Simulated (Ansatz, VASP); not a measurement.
**Two plane-wave programs on Ni**

```
CELL_PARAMETERS angstrom
2.44802 0.00000 0.00000
-1.22401 2.12005 0.00000
0.00000 0.00000 4.07281
ATOMIC_POSITIONS crystal
Ni 0.33333 0.66667 0.25000
Ni 0.66667 0.33333 0.75000
```

Alike in both runs: task relaxation of cell and atoms; functional LDA; k mesh 14 × 14 × 7; occupations fermi-dirac, width 0.1 eV; collinear spin.

|  | VASP | Ansatz |
| --- | --- | --- |
| version | VASP 6.6.1 | Ansatz 0.2.0 |
| potentials or method | VASP PAW LDA potentials, release 64 (Ni), cutoff 600 eV | plane waves, PAW |
| valence electrons in the cell | 20 | 36 |

```csv
,VASP,Ansatz,Ansatz less VASP
net moment per atom (μB),0.54,0.57,+0.028
size of the moment on the site where the two differ most (μB),0.54,0.60,+0.052
relaxed volume (Å³/atom),10.06,10.07,+0.018
relaxed cell length with the largest relative difference (Å),2.419,2.421,+0.0016
```

LDA's correlation is that of Perdew and Zunger in VASP and of Perdew and Wang (1992) in Ansatz. Site moments also hang on the region over which each program counts them. VASP's potentials hold 20 valence electrons a cell and Ansatz's 36, so a difference there can come from the potentials and not from the codes.
